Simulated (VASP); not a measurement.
# Al8HO in VASP: single point with PBEsol

Aim: the single point of Al8HO with PBEsol.

Program: VASP 6.6.1. These are calculated values, not measurements. Logs are shortened: lines on timing, memory, paths and dates and some standing lists are left out, and cuts for length are marked.

**1. The cell of the first run**

The cell holds a slab with vacuum, 10 atoms: a = 2.836 Å, b = 2.836 Å, c = 36.194 Å, α = 90.00°, β = 90.00°, γ = 120.00°.

**2. Single point, PBEsol**

INCAR

```
SYSTEM = Al8HO
PREC = Accurate ; ENCUT = 520
EDIFF = 1E-6 ; ISMEAR = 0
SIGMA = 0.1 ; LREAL = .False.
LASPH = .True. ; NELM = 100
ALGO = Normal ; ISIF = 2
LWAVE = .False. ; LCHARG = .True.
LDIPOL = .True. ; IDIPOL = 3
DIPOL = 0.5 0.5 0.513 ; GGA = PS
LELF = .True. ; LVHAR = .True.
LVACPOTAV = .True. ; NBANDS = 26
```

KPOINTS

```
Automatic mesh
0
Gamma
  12 12 1
  0 0 0
```

POSCAR

```
Al8HO
1.0
    2.8362844922      0.0000000000      0.0000000000
   -1.4181422461      2.4562944226      0.0000000000
    0.0000000000      0.0000000000     36.1937615421
Al O H
8 1 1
Direct
    0.3333333333      0.6666666667      0.2348471018
    0.0000000000      0.0000000000      0.2992376836
    0.6666666667      0.3333333333      0.3636282653
    0.0000000000      0.0000000000      0.4280188471
    0.3403557124      0.6713268701      0.4916219981
    0.0150582929      0.0097208059      0.5558983343
    0.6886573075      0.3474946664      0.6202496662
    0.0247155423      0.0159500306      0.6806572021
    0.3587415899      0.6831092067      0.7130168810
    0.3596166883      0.6837098223      0.7405855628
```

Potentials or basis: VASP PAW PBE potentials, release 64 (Al, O, H).

Run with:

```
> cat potpaw_PBE.64/Al/POTCAR potpaw_PBE.64/O/POTCAR potpaw_PBE.64/H/POTCAR > POTCAR
> mpirun -np 1 vasp_std > vasp.out
```

OUTCAR:

```text
SYSTEM = Al8HO
   PREC = Accurate
   ENCUT = 520
   EDIFF = 1E-6
   ISMEAR = 0
   LREAL = .False.
   LASPH = .True.
   NELM = 100
   ISIF = 2
   GGA = PS

 ion  position               nearest neighbor table
   1  0.333  0.667  0.235-   2 2.85   2 2.85   2 2.85
   2  0.000  0.000  0.299-   3 2.85   3 2.85   3 2.85   1 2.85   1 2.85   1 2.85
   3  0.667  0.333  0.364-   2 2.85   2 2.85   2 2.85   4 2.85   4 2.85   4 2.85
   4  0.000  0.000  0.428-   5 2.82   5 2.83   5 2.83   3 2.85   3 2.85   3 2.85
   5  0.340  0.671  0.492-   4 2.82   4 2.83   4 2.83   6 2.84   6 2.84   6 2.86
   6  0.015  0.010  0.556-   5 2.84   5 2.84   7 2.84   7 2.84   5 2.86   7 2.86
   7  0.689  0.347  0.620-   8 2.73   8 2.73   8 2.73   6 2.84   6 2.84   6 2.86
   8  0.025  0.016  0.681-   9 2.01   9 2.01   9 2.01   7 2.73   7 2.73   7 2.73
   9  0.359  0.683  0.713-  10 1.00   8 2.01   8 2.01   8 2.01
  10  0.360  0.684  0.741-   9 1.00

  LATTYP: Found a hexagonal cell.
 ALAT       =     2.8362844922
 C/A-ratio  =    12.7609771310

  Lattice vectors:

 A1 = (   2.8362844922,   0.0000000000,   0.0000000000)
 A2 = (  -1.4181422461,   2.4562944226,   0.0000000000)
 A3 = (   0.0000000000,   0.0000000000,  36.1937615421)

Analysis of symmetry for initial positions (statically):
=====================================================================
 Subroutine PRICEL returns:
 Original cell was already a primitive cell.

 Routine SETGRP: Setting up the symmetry group for a
 hexagonal supercell.

 Subroutine GETGRP returns: Found  1 space group operations
 (whereof  1 operations were pure point group operations)
 out of a pool of 24 trial point group operations.

The static configuration has the point symmetry C_1 .

Analysis of symmetry for dynamics (positions and initial velocities):
=====================================================================
 Subroutine PRICEL returns:
 Original cell was already a primitive cell.

 Routine SETGRP: Setting up the symmetry group for a
 hexagonal supercell.

 Subroutine GETGRP returns: Found  1 space group operations
 (whereof  1 operations were pure point group operations)
 out of a pool of 24 trial point group operations.

The dynamic configuration has the point symmetry C_1 .

 Subroutine INISYM returns: Found  1 space group operations
 (whereof  1 operations are pure point group operations),
 and found     1 'primitive' translations

----------------------------------------------------------------------------------------

                                     Primitive cell

  volume of cell :     252.1529

  direct lattice vectors                    reciprocal lattice vectors
     2.836284492  0.000000000  0.000000000     0.352573941  0.203558659  0.000000000
    -1.418142246  2.456294423  0.000000000     0.000000000  0.407117319  0.000000000
     0.000000000  0.000000000 36.193761542     0.000000000  0.000000000  0.027629071

  length of vectors
     2.836284492  2.836284492 36.193761542     0.407117319  0.407117319  0.027629071

  position of ions in fractional coordinates (direct lattice)
     0.333333333  0.666666667  0.234847102
     0.000000000  0.000000000  0.299237684
     0.666666667  0.333333333  0.363628265
     0.000000000  0.000000000  0.428018847
     0.340355712  0.671326870  0.491621998
     0.015058293  0.009720806  0.555898334
     0.688657308  0.347494666  0.620249666
     0.024715542  0.015950031  0.680657202
     0.358741590  0.683109207  0.713016881
     0.359616688  0.683709822  0.740585563

  ion indices of the primitive-cell ions
   primitive index   ion index
                 1           1
                 2           2
                 3           3
                 4           4
                 5           5
                 6           6
                 7           7
                 8           8
                 9           9
                10          10

----------------------------------------------------------------------------------------

 KPOINTS: Automatic mesh

Automatic generation of k-mesh.
 Grid dimensions read from file:
 generate k-points for:   12   12    1

 Generating k-lattice:

  Cartesian coordinates                     Fractional coordinates (reciprocal lattice)
     0.029381162  0.016963222  0.000000000     0.083333333 -0.000000000  0.000000000
     0.000000000  0.033926443  0.000000000     0.000000000  0.083333333  0.000000000
     0.000000000  0.000000000  0.027629071     0.000000000  0.000000000  1.000000000

  Length of vectors
     0.033926443  0.033926443  0.027629071

  Shift w.r.t. Gamma in fractional coordinates (k-lattice)
     0.000000000  0.000000000  0.000000000

 Subroutine IBZKPT returns following result:
 ===========================================

 Found     74 irreducible k-points:

 Following reciprocal coordinates:
            Coordinates               Weight
  0.000000  0.000000  0.000000      1.000000
  0.083333 -0.000000  0.000000      2.000000
  0.000000  0.083333  0.000000      2.000000
 -0.083333  0.083333  0.000000      2.000000
  0.166667 -0.000000  0.000000      2.000000
  0.000000  0.166667  0.000000      2.000000
[... 16 lines left out ...]
  0.166667  0.083333  0.000000      2.000000
 -0.083333  0.250000  0.000000      2.000000
 [... further k-points ...]
   k-points           NKPTS =     74   k-points in BZ     NKDIM =     74   number of bands    NBANDS=     26
   number of dos      NEDOS =    301   number of ions     NIONS =     10
   total plane-waves  NPLWV = 155520
   dimension x,y,z NGX =    24 NGY =   24 NGZ =  270
   dimension x,y,z NGXF=    48 NGYF=   48 NGZF=  540
   ions per type =               8   1   1
   NGX,Y,Z   is equivalent  to a cutoff of  14.07, 14.07, 12.40 a.u.
   NGXF,Y,Z  is equivalent  to a cutoff of  28.13, 28.13, 24.80 a.u.
 SYSTEM =  Al8HO
   PREC   = accura    normal or accurate (medium, high low for compatibility)
   ISTART =      0    job   : 0-new  1-cont  2-samecut
   ICHARG =      2    charge: 1-file 2-atom 10-const
   ISPIN  =      1    spin polarized calculation?
   LNONCOLLINEAR =      F non collinear calculations
   LSORBIT =      F    spin-orbit coupling
   LASPH  =      T    aspherical Exc in radial PAW
   ENCUT  =  520.0 eV  38.22 Ry    6.18 a.u.   5.27  5.27 67.30*2*pi/ulx,y,z
   NELM   =    100;   NELMIN=  2; NELMDL= -5     # of ELM steps
   EDIFF  = 0.1E-05   stopping-criterion for ELM
   LREAL  =      F    real-space projection
   EDIFFG = 0.1E-04   stopping-criterion for IOM
   NSW    =      0    number of steps for IOM
   IBRION =     -1    ionic relax: 0-MD 1-quasi-New 2-CG
   NFREE  =      0    steps in history (QN), initial steepest desc. (CG)
   ISIF   =      2    stress and relaxation
   ISYM   =      2    0-nonsym 1-usesym 2-fastsym
   POTIM  = 0.5000    time-step for ionic-motion
   TEBEG  =    0.0;   TEEND  =   0.0 temperature during run
   PSTRESS=    0.0 pullay stress
   NELECT =      31.0000    total number of electrons
   NUPDOWN=      -1.0000    fix difference up-down
   EMIN   =  10.00;   EMAX   =-10.00  energy-range for DOS
   EFERMI =   0.00;   METHOD = LEGACY
   ISMEAR =     0;   SIGMA  =   0.10  broadening in eV -4-tet -1-fermi 0-gaus
   EFERMI_NEDOS =   21; number of points for ismear=-14 and -15
   IALGO  =     38    algorithm
   IMIX   =      4    mixing-type and parameters
     AMIX     =   0.40;   BMIX     =  1.00
     AMIX_MAG =   1.60;   BMIX_MAG =  1.00
  volume/ion in A,a.u.               =      25.22       170.16
  Fermi-wavevector in a.u.,A,eV,Ry     =   0.814031  1.538295  9.015845  0.662646
  Thomas-Fermi vector in A             =   1.923864
   LORBIT       =      0    0 simple, 1 ext, 2 COOP (PROOUT), +10 PAW based schemes
   GGA     = PS    functional components
   LHFCALC =     F    Hartree Fock is set to
   AEXX    =    0.0000 exact exchange contribution
   IVDW    =     0    specifies the selected vdW correction
   LEPSILON=     F    determine dielectric tensor
   LRPA    =     F    only Hartree local field effects (RPA)
 non-spin polarized calculation
 Gauss-broadening in eV      SIGMA  =   0.10
  energy-cutoff  :      520.00
  volume of cell :      252.15
 maximum number of plane-waves:      6845
 NGX is ok and might be reduce to    24
   NGX = 11   NGY = 11   NGZ =135

 dipolmoment           0.000000      0.000000      0.029635 electrons x Angstroem

 number of electron      30.9999997 magnetization

 dipolmoment           0.000000      0.000000     -0.050575 electrons x Angstroem

 Free energy of the ion-electron system (eV)
  ---------------------------------------------------
  ext. energy  EPLUGINS =         0.00000000
  ---------------------------------------------------
  free energy    TOTEN  =       -43.82246285 eV

  energy without entropy =      -43.80053833  energy(sigma->0) =      -43.81150059

 E-fermi :   3.0238     XC(G=0):  -6.3019

 val. band max:        3.0175279164   @ k =   0.0000   0.2500   0.0000
 cond. band min:       3.0240231767   @ k =  -0.2500   0.4167   0.0000
 fundamental gap:      0.0064952602
 Fermi energy:         3.0238354031

 k-point     1 :       0.0000    0.0000    0.0000
  band No.  band energies     occupation
      1     -20.5483      2.00000
      2      -9.5391      2.00000
      3      -8.0798      2.00000
      4      -7.7249      2.00000
      5      -7.1933      2.00000
      6      -6.4455      2.00000
[... 18 lines left out ...]
     25      10.3724      0.00000
     26      11.2499      0.00000

 k-point     2 :       0.0833   -0.0000    0.0000
  band No.  band energies     occupation
      1     -20.4936      2.00000
      2      -9.4508      2.00000
      3      -7.9111      2.00000
      4      -7.5589      2.00000
      5      -7.0305      2.00000
      6      -6.2849      2.00000
[... 18 lines left out ...]
     25      10.4706      0.00000
     26      11.1719      0.00000

 k-point     3 :       0.0000    0.0833    0.0000
  band No.  band energies     occupation
      1     -20.4936      2.00000
      2      -9.4508      2.00000
      3      -7.9111      2.00000
      4      -7.5589      2.00000
      5      -7.0305      2.00000
      6      -6.2849      2.00000
[... 18 lines left out ...]
     25      10.4698      0.00000
     26      11.1655      0.00000

 k-point     4 :      -0.0833    0.0833    0.0000
  band No.  band energies     occupation
      1     -20.4936      2.00000
      2      -9.4508      2.00000
      3      -7.9111      2.00000
      4      -7.5589      2.00000
      5      -7.0305      2.00000
      6      -6.2849      2.00000
[... 18 lines left out ...]
     25      10.4700      0.00000
     26      11.1664      0.00000
[... 496 lines left out ...]
      1     -20.3892      2.00000
      2      -9.2826      2.00000
      3      -7.5743      2.00000
      4      -7.2274      2.00000
      5      -6.7055      2.00000
      6      -5.9647      2.00000
[... 18 lines left out ...]
     25       9.7432      0.00000
     26       9.9202      0.00000

 k-point    23 :       0.1667    0.0833    0.0000
  band No.  band energies     occupation
      1     -20.2013      2.00000
      2      -8.9792      2.00000
      3      -6.9030      2.00000
      4      -6.5669      2.00000
      5      -6.0596      2.00000
      6      -5.3382      2.00000
[... 18 lines left out ...]
     25       8.4144      0.00000
     26       8.6311      0.00000

 k-point    24 :      -0.0833    0.2500    0.0000
  band No.  band energies     occupation
      1     -20.2014      2.00000
      2      -8.9791      2.00000
      3      -6.9030      2.00000
      4      -6.5669      2.00000
      5      -6.0597      2.00000
      6      -5.3382      2.00000
[... 18 lines left out ...]
     25       8.4147      0.00000
     26       8.6371      0.00000

 [... further k-points ...]

------------------------ aborting loop because EDIFF is reached ----------------------------------------

  FORCE on cell =-STRESS in cart. coord.  units (eV):
  Direction    XX          YY          ZZ          XY          YZ          ZX
  --------------------------------------------------------------------------------------
  -------------------------------------------------------------------------------------
  Total        0.6699933      0.6412063     -0.0002477      0.0189390     -0.0420375     -0.0487082
  in kB        4.2571321      4.0742197     -0.0015740      0.1203379     -0.2671061     -0.3094914
  external PRESSURE =       2.7765926 kB  Pullay stress =       0.0000000 kB

 VOLUME and BASIS-vectors are now :
 -----------------------------------------------------------------------------
  energy-cutoff  :      520.00
  volume of cell :      252.15
      direct lattice vectors                 reciprocal lattice vectors
     2.836284492  0.000000000  0.000000000     0.352573941  0.203558659  0.000000000
    -1.418142246  2.456294423  0.000000000     0.000000000  0.407117319  0.000000000
     0.000000000  0.000000000 36.193761542     0.000000000  0.000000000  0.027629071

 POSITION                                       TOTAL-FORCE (eV/Angst)
 -----------------------------------------------------------------------------------
     -0.00000      1.63753      8.50000        -0.000000      0.000018     -0.001411
      0.00000      0.00000     10.83054         0.000427      0.000383      0.039749
      1.41814      0.81876     13.16107        -0.000388     -0.000307     -0.056615
      0.00000      0.00000     15.49161         0.005441      0.004638      0.022496
      0.01331      1.64898     17.79365        -0.000487     -0.000614     -0.007582
      0.02892      0.02388     20.12005        -0.000329     -0.000101      0.006396
      1.46043      0.85355     22.44917        -0.001102     -0.000836     -0.002821
      0.04748      0.03918     24.63554        -0.000796     -0.000446      0.011969
      0.04875      1.67792     25.80676        -0.001230     -0.001349     -0.123682
      0.05038      1.67939     26.80458        -0.001538     -0.001386      0.111501
 -----------------------------------------------------------------------------------
    total drift:                                0.000068     -0.000016      0.000030

  FREE ENERGIE OF THE ION-ELECTRON SYSTEM (eV)
  ---------------------------------------------------
  free  energy   TOTEN  =       -43.8224628450 eV

  energy  without entropy=      -43.8005383309  energy(sigma->0) =      -43.81150059

 vacuum level on the upper side and lower side of the slab         5.853         7.168
```

Wall time 35 min (1 thread of Intel Xeon 8259CL, shared host); peak memory 0.67 GiB.

What came out:

```yaml
Free_energy: -43.8225 eV
Largest_force: 0.124 eV/Å
Band_gap_on_the_k_mesh: zero (an odd number of electrons rules out a gap without spin polarisation)
```

Forces in eV/Å, atoms in the order of the input:
```
Al   0.000  0.000 -0.001
Al   0.000  0.000  0.040
Al   0.000  0.000 -0.057
Al   0.005  0.005  0.022
Al   0.000 -0.001 -0.008
Al   0.000  0.000  0.006
Al  -0.001 -0.001 -0.003
Al  -0.001  0.000  0.012
O   -0.001 -0.001 -0.124
H   -0.002 -0.001  0.112
```

Levels at points of the mesh, in eV from the Fermi level:
| k point | band 12 | band 13 | band 14 | band 15 | band 16 | band 17 | band 18 | band 19 |
| --- | --- | --- | --- | --- | --- | --- | --- | --- |
| (0.00, 0.00, 0.00) | -4.61 | -3.01 | -1.45 | -0.43 | 0.77 | 2.13 | 2.71 | 3.28 |
| (0.50, 0.00, 0.00) | -3.59 | -2.81 | -2.68 | -1.97 | -1.28 | -0.36 | -0.34 | 1.02 |
| (0.00, 0.50, 0.00) | -3.59 | -2.78 | -2.69 | -1.97 | -1.29 | -0.36 | -0.34 | 1.01 |
| (0.50, 0.50, 0.00) | -3.59 | -2.78 | -2.69 | -1.97 | -1.29 | -0.36 | -0.34 | 1.02 |

Caveat: the PAW data sets were made with another functional, which shifts forces and pressure a little; an odd number of electrons without spin polarisation forces a metal; a magnetic or distorted state may lie lower.
